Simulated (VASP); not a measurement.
# Sb (P6/mmm) in VASP: further runs

Sb is run at these levels: r2SCAN; tasks: single point.

Program: VASP 6.6.1. These are calculated values, not measurements. Logs are shortened: lines on timing, memory, paths and dates and some standing lists are left out, and cuts for length are marked.

### 1 The cell of the first run

The structure is hexagonal, space group P6/mmm (No. 191). Conventional cell: a = 3.349 Å, b = 3.349 Å, c = 3.129 Å, α = 90.00°, β = 90.00°, γ = 120.00°. Sb (site symmetry 6/mmm) has 8 Sb at 3.13 to 3.35 Å within 4.1 Å.

### 2 Single point, r2SCAN

Contents of POSCAR:

```
Sb
1.0
    3.3489704281      0.0000000000      0.0000000000
   -1.6744852140      2.9002934672      0.0000000000
    0.0000000000      0.0000000000      3.1291942438
Sb
1
Direct
    0.0000000000      0.0000000000      0.0000000000
```

Contents of INCAR.step1:

```
ALGO = Normal ; EDIFF = 1E-4
ENCUT = 520 ; GGA = PE
ISMEAR = 0 ; LASPH = T
LCHARG = F ; LREAL = F
LWAVE = T ; NBANDS = 8
NELM = 60 ; PREC = Accurate
SIGMA = 0.1
```

Contents of INCAR.step2:

```
ALGO = Normal ; EDIFF = 1E-7
ENCUT = 520 ; ISIF = 2
ISMEAR = 0 ; ISTART = 1
LASPH = T ; LCHARG = F
LMIXTAU = T ; LREAL = F
LWAVE = F ; METAGGA = R2SCAN
NBANDS = 8 ; NELM = 60
PREC = Accurate ; SIGMA = 0.1
```

Contents of KPOINTS:

```
k-points
0
Gamma
  6 6 6
```

Potentials or basis: VASP PAW PBE potentials, release 64 (Sb).

The run is started by

```sh
$ cat potpaw_PBE.64/Sb/POTCAR > POTCAR
$ cp INCAR.step1 INCAR
$ mpirun -np 1 vasp_std > vasp.out
$ cp INCAR.step2 INCAR
$ mpirun -np 1 vasp_std > vasp.out
```

OUTCAR:

```text
EDIFF = 1E-7
   ENCUT = 520
   ISIF = 2
   ISMEAR = 0
   ISTART = 1
   LASPH = T
   LREAL = F
   METAGGA = R2SCAN
   NELM = 60
   PREC = Accurate

 ion  position               nearest neighbor table
   1  0.000  0.000  0.000-

  LATTYP: Found a hexagonal cell.
 ALAT       =     3.3489704281
 C/A-ratio  =     0.9343750000

  Lattice vectors:

 A1 = (   3.3489704281,   0.0000000000,   0.0000000000)
 A2 = (  -1.6744852140,   2.9002934672,   0.0000000000)
 A3 = (   0.0000000000,   0.0000000000,   3.1291942438)

Analysis of symmetry for initial positions (statically):
=====================================================================
 Subroutine PRICEL returns:
 Original cell was already a primitive cell.

 Routine SETGRP: Setting up the symmetry group for a
 hexagonal supercell.

 Subroutine GETGRP returns: Found 24 space group operations
 (whereof 24 operations were pure point group operations)
 out of a pool of 24 trial point group operations.

The static configuration has the point symmetry D_6h.

Analysis of symmetry for dynamics (positions and initial velocities):
=====================================================================
 Subroutine PRICEL returns:
 Original cell was already a primitive cell.

 Routine SETGRP: Setting up the symmetry group for a
 hexagonal supercell.

 Subroutine GETGRP returns: Found 24 space group operations
 (whereof 24 operations were pure point group operations)
 out of a pool of 24 trial point group operations.

The dynamic configuration has the point symmetry D_6h.

 Subroutine INISYM returns: Found 24 space group operations
 (whereof 24 operations are pure point group operations),
 and found     1 'primitive' translations

----------------------------------------------------------------------------------------

                                     Primitive cell

  volume of cell :      30.3939

  direct lattice vectors                    reciprocal lattice vectors
     3.348970428  0.000000000  0.000000000     0.298599233  0.172396347  0.000000000
    -1.674485214  2.900293467  0.000000000     0.000000000  0.344792695  0.000000000
     0.000000000  0.000000000  3.129194244     0.000000000  0.000000000  0.319571085

  length of vectors
     3.348970428  3.348970428  3.129194244     0.344792695  0.344792695  0.319571085

  position of ions in fractional coordinates (direct lattice)
     0.000000000  0.000000000  0.000000000

  ion indices of the primitive-cell ions
   primitive index   ion index
                 1           1

----------------------------------------------------------------------------------------

 KPOINTS: k-points

Automatic generation of k-mesh.
 Grid dimensions read from file:
 generate k-points for:    6    6    6

 Generating k-lattice:

  Cartesian coordinates                     Fractional coordinates (reciprocal lattice)
     0.049766539  0.028732725  0.000000000     0.166666667  0.000000000  0.000000000
     0.000000000  0.057465449  0.000000000     0.000000000  0.166666667  0.000000000
     0.000000000  0.000000000  0.053261848     0.000000000  0.000000000  0.166666667

  Length of vectors
     0.057465449  0.057465449  0.053261848

  Shift w.r.t. Gamma in fractional coordinates (k-lattice)
     0.000000000  0.000000000  0.000000000

 Subroutine IBZKPT returns following result:
 ===========================================

 Found     28 irreducible k-points:

 Following reciprocal coordinates:
            Coordinates               Weight
  0.000000  0.000000  0.000000      1.000000
  0.166667  0.000000  0.000000      6.000000
  0.333333 -0.000000  0.000000      6.000000
  0.500000 -0.000000  0.000000      3.000000
  0.166667  0.166667  0.000000      6.000000
  0.333333  0.166667  0.000000     12.000000
[... 16 lines left out ...]
  0.166667  0.000000  0.500000      6.000000
  0.333333 -0.000000  0.500000      6.000000
 [... further k-points ...]
   k-points           NKPTS =     28   k-points in BZ     NKDIM =     28   number of bands    NBANDS=      8
   number of dos      NEDOS =    301   number of ions     NIONS =      1
   total plane-waves  NPLWV =  18816
   dimension x,y,z NGX =    28 NGY =   28 NGZ =   24
   dimension x,y,z NGXF=    56 NGYF=   56 NGZF=   48
   ions per type =               1
   NGX,Y,Z   is equivalent  to a cutoff of  13.90, 13.90, 12.75 a.u.
   NGXF,Y,Z  is equivalent  to a cutoff of  27.80, 27.80, 25.50 a.u.
 SYSTEM =  unknown system
   PREC   = accura    normal or accurate (medium, high low for compatibility)
   ISTART =      1    job   : 0-new  1-cont  2-samecut
   ICHARG =      0    charge: 1-file 2-atom 10-const
   ISPIN  =      1    spin polarized calculation?
   LNONCOLLINEAR =      F non collinear calculations
   LSORBIT =      F    spin-orbit coupling
   LASPH  =      T    aspherical Exc in radial PAW
   ENCUT  =  520.0 eV  38.22 Ry    6.18 a.u.   6.23  6.23  5.82*2*pi/ulx,y,z
   NELM   =     60;   NELMIN=  2; NELMDL=  0     # of ELM steps
   EDIFF  = 0.1E-06   stopping-criterion for ELM
   LREAL  =      F    real-space projection
   EDIFFG = 0.1E-05   stopping-criterion for IOM
   NSW    =      0    number of steps for IOM
   IBRION =     -1    ionic relax: 0-MD 1-quasi-New 2-CG
   NFREE  =      0    steps in history (QN), initial steepest desc. (CG)
   ISIF   =      2    stress and relaxation
   ISYM   =      2    0-nonsym 1-usesym 2-fastsym
   POTIM  = 0.5000    time-step for ionic-motion
   TEBEG  =    0.0;   TEEND  =   0.0 temperature during run
   PSTRESS=    0.0 pullay stress
   NELECT =       5.0000    total number of electrons
   NUPDOWN=      -1.0000    fix difference up-down
   EMIN   =  10.00;   EMAX   =-10.00  energy-range for DOS
   EFERMI =   0.00;   METHOD = LEGACY
   ISMEAR =     0;   SIGMA  =   0.10  broadening in eV -4-tet -1-fermi 0-gaus
   EFERMI_NEDOS =   21; number of points for ismear=-14 and -15
   IALGO  =     38    algorithm
   IMIX   =      4    mixing-type and parameters
     AMIX     =   0.40;   BMIX     =  1.00
     AMIX_MAG =   1.60;   BMIX_MAG =  1.00
  volume/ion in A,a.u.               =      30.39       205.11
  Fermi-wavevector in a.u.,A,eV,Ry     =   0.897022  1.695125 10.947898  0.804648
  Thomas-Fermi vector in A             =   2.019553
   LORBIT       =      0    0 simple, 1 ext, 2 COOP (PROOUT), +10 PAW based schemes
   METAGGA = R2SCAN    functional components
   LHFCALC =     F    Hartree Fock is set to
   AEXX    =    0.0000 exact exchange contribution
   IVDW    =     0    specifies the selected vdW correction
   LEPSILON=     F    determine dielectric tensor
   LRPA    =     F    only Hartree local field effects (RPA)
 non-spin polarized calculation
 Gauss-broadening in eV      SIGMA  =   0.10
  energy-cutoff  :      520.00
  volume of cell :       30.39
 maximum number of plane-waves:       851
 NGX is ok and might be reduce to    28
   NGX = 13   NGY = 13   NGZ = 11

 number of electron       5.0000000 magnetization

 Free energy of the ion-electron system (eV)
  ---------------------------------------------------
  ext. energy  EPLUGINS =         0.00000000
  ---------------------------------------------------
  free energy    TOTEN  =       -25.49172890 eV

  energy without entropy =      -25.49010125  energy(sigma->0) =      -25.49091508

 E-fermi :   6.9607     XC(G=0): -10.1155

 val. band max:        6.8587881698   @ k =   0.1667   0.1667   0.3333
 cond. band min:       6.9698881600   @ k =   0.0000   0.0000   0.1667
 fundamental gap:      0.1110999902
 Fermi energy:         6.9607092498

 k-point     1 :       0.0000    0.0000    0.0000
  band No.  band energies     occupation
      1      -5.8559      2.00000
      2      10.3100      0.00000
      3      11.1397      0.00000
      4      11.1397      0.00000
      5      14.1244      0.00000
      6      17.0307      0.00000
      7      17.0866      0.00000
      8      17.0866      0.00000

 k-point     2 :       0.1667    0.0000    0.0000
  band No.  band energies     occupation
      1      -5.3627      2.00000
      2       7.9099      0.00000
      3      10.1226      0.00000
      4      10.7826      0.00000
      5      14.3699      0.00000
      6      15.2600      0.00000
      7      18.8349      0.00000
      8      19.4461      0.00000

 k-point     3 :       0.3333   -0.0000    0.0000
  band No.  band energies     occupation
      1      -3.9760      2.00000
      2       3.6886      2.00000
      3       8.7712      0.00000
      4      11.9978      0.00000
      5      13.0909      0.00000
      6      16.3978      0.00000
      7      20.5751      0.00000
      8      21.3677      0.00000

 k-point     4 :       0.5000   -0.0000    0.0000
  band No.  band energies     occupation
      1      -2.7003      2.00000
      2       1.3966      2.00000
      3       8.2500      0.00000
      4      12.6261      0.00000
      5      12.8857      0.00000
      6      18.2095      0.00000
      7      18.9501      0.00000
      8      19.0263      0.00000

 k-point     5 :       0.1667    0.1667    0.0000
  band No.  band energies     occupation
      1      -4.4142      2.00000
      2       5.3143      2.00000
      3       7.5347      0.00000
      4      11.6410      0.00000
      5      15.7067      0.00000
      6      16.2151      0.00000
      7      18.1935      0.00000
      8      21.7462      0.00000
[... 177 lines left out ...]
 k-point    22 :       0.0000    0.0000    0.5000
  band No.  band energies     occupation
      1      -3.3951      2.00000
      2       1.2400      2.00000
      3      13.1900      0.00000
      4      13.1900      0.00000
      5      18.8492      0.00000
      6      19.0452      0.00000
      7      19.0452      0.00000
      8      19.7662      0.00000

 k-point    23 :       0.1667    0.0000    0.5000
  band No.  band energies     occupation
      1      -2.8879      2.00000
      2       1.6910      2.00000
      3      10.1923      0.00000
      4      12.1585      0.00000
      5      15.2340      0.00000
      6      17.0418      0.00000
      7      18.5835      0.00000
      8      19.5792      0.00000

 k-point    24 :       0.3333   -0.0000    0.5000
  band No.  band energies     occupation
      1      -1.4292      2.00000
      2       2.8707      2.00000
      3       5.8923      2.00000
      4      10.7705      0.00000
      5      11.5449      0.00000
      6      15.7486      0.00000
      7      17.4354      0.00000
      8      17.8925      0.00000

 [... further k-points ...]

------------------------ aborting loop because EDIFF is reached ----------------------------------------

  FORCE on cell =-STRESS in cart. coord.  units (eV):
  Direction    XX          YY          ZZ          XY          YZ          ZX
  --------------------------------------------------------------------------------------
  -------------------------------------------------------------------------------------
  Total       -0.1213361     -0.1213361     -1.1218570     -0.0000000      0.0000000      0.0000000
  in kB       -6.3960951     -6.3960951    -59.1374107     -0.0000000      0.0000000      0.0000000
  external PRESSURE =     -23.9765337 kB  Pullay stress =       0.0000000 kB

 VOLUME and BASIS-vectors are now :
 -----------------------------------------------------------------------------
  energy-cutoff  :      520.00
  volume of cell :       30.39
      direct lattice vectors                 reciprocal lattice vectors
     3.348970428  0.000000000  0.000000000     0.298599233  0.172396347  0.000000000
    -1.674485214  2.900293467  0.000000000     0.000000000  0.344792695  0.000000000
     0.000000000  0.000000000  3.129194244     0.000000000  0.000000000  0.319571085

 POSITION                                       TOTAL-FORCE (eV/Angst)
 -----------------------------------------------------------------------------------
      0.00000      0.00000      0.00000        -0.000000      0.000000      0.000000
 -----------------------------------------------------------------------------------
    total drift:                                0.000000      0.000000      0.000000

  FREE ENERGIE OF THE ION-ELECTRON SYSTEM (eV)
  ---------------------------------------------------
  free  energy   TOTEN  =       -25.4917289043 eV

  energy  without entropy=      -25.4901012527  energy(sigma->0) =      -25.49091508
```

It took 12 s on 1 thread of Intel Xeon 6975P-C (Granite Rapids), shared host; peak memory 0.15 GiB.

Results:

```
Free energy : -25.4917 eV
Pressure    : -2.4 GPa
```

Levels at points of the mesh, in eV from the Fermi level:
| k point | band 1 | band 2 | band 3 | band 4 | band 5 |
| --- | --- | --- | --- | --- | --- |
| (0.00, 0.00, 0.00) | -12.82 | 3.35 | 4.18 | 4.18 | 7.16 |
| (0.50, 0.00, 0.00) | -9.66 | -5.56 | 1.29 | 5.67 | 5.92 |
| (0.00, 0.00, 0.50) | -10.36 | -5.72 | 6.23 | 6.23 | 11.89 |
| (0.50, 0.00, 0.50) | -6.92 | -3.57 | -3.20 | 2.81 | 3.27 |

Caveat: the k points lie up to 0.36 Å⁻¹ apart; the PAW data sets were made with another functional, which shifts forces and pressure a little; spin-orbit coupling is left out, which moves the levels of the heavy elements.

### 3 Single point, r2SCAN

This run uses another cell than the first one, of 28.68 Å³/atom, 0.943 times its volume.

Contents of POSCAR:

```
Sb
1.0
    3.2726768636      0.0000000000      0.0000000000
   -1.6363384318      2.8342213023      0.0000000000
    0.0000000000      0.0000000000      3.0914854640
Sb
1
Direct
    0.0000000000      0.0000000000      0.0000000000
```

Contents of INCAR.step1:

```
PREC = Accurate
ENCUT = 520
ISMEAR = 0
SIGMA = 0.1
LREAL = False
LASPH = True
NELM = 60
NBANDS = 8
GGA = PE
ALGO = Normal
EDIFF = 1E-4
LWAVE = True
LCHARG = False
```

Contents of INCAR.step2:

```
PREC = Accurate
ENCUT = 520
EDIFF = 1E-6
ISMEAR = 0
SIGMA = 0.1
LREAL = False
LASPH = True
NELM = 60
ALGO = Normal
ISIF = 2
LWAVE = False
LCHARG = False
METAGGA = R2SCAN
LMIXTAU = True
NBANDS = 8
ISTART = 1
```

Contents of KPOINTS:

```
Automatic mesh
0
Gamma
  21 21 18
```

Potentials or basis: VASP PAW PBE potentials, release 64 (Sb).

The run is started by

```sh
$ cat potpaw_PBE.64/Sb/POTCAR > POTCAR
$ cp INCAR.step1 INCAR
$ mpirun -np 1 vasp_std > vasp.out
$ cp INCAR.step2 INCAR
$ mpirun -np 1 vasp_std > vasp.out
```

Wall time 63 s (1 thread of Intel Xeon 6975P-C (Granite Rapids), shared host); peak memory 0.23 GiB.

Results (log left out):

```yaml
Free_energy: -25.4840 eV
Pressure: 0.0 GPa
```

Stress tensor (GPa, compression positive):
```
-0.05  0.00  0.00
 0.00 -0.05  0.00
 0.00  0.00  0.06
```

Levels at points of the mesh, in eV from the Fermi level:
| k point | band 1 | band 2 | band 3 | band 4 | band 5 |
| --- | --- | --- | --- | --- | --- |
| (0.00, 0.00, 0.00) | -13.27 | 3.29 | 4.65 | 4.65 | 7.12 |
| (0.00, 0.00, 0.50) | -10.68 | -6.12 | 6.86 | 6.86 | 12.22 |

Caveat: the PAW data sets were made with another functional, which shifts forces and pressure a little; spin-orbit coupling is left out, which moves the levels of the heavy elements.
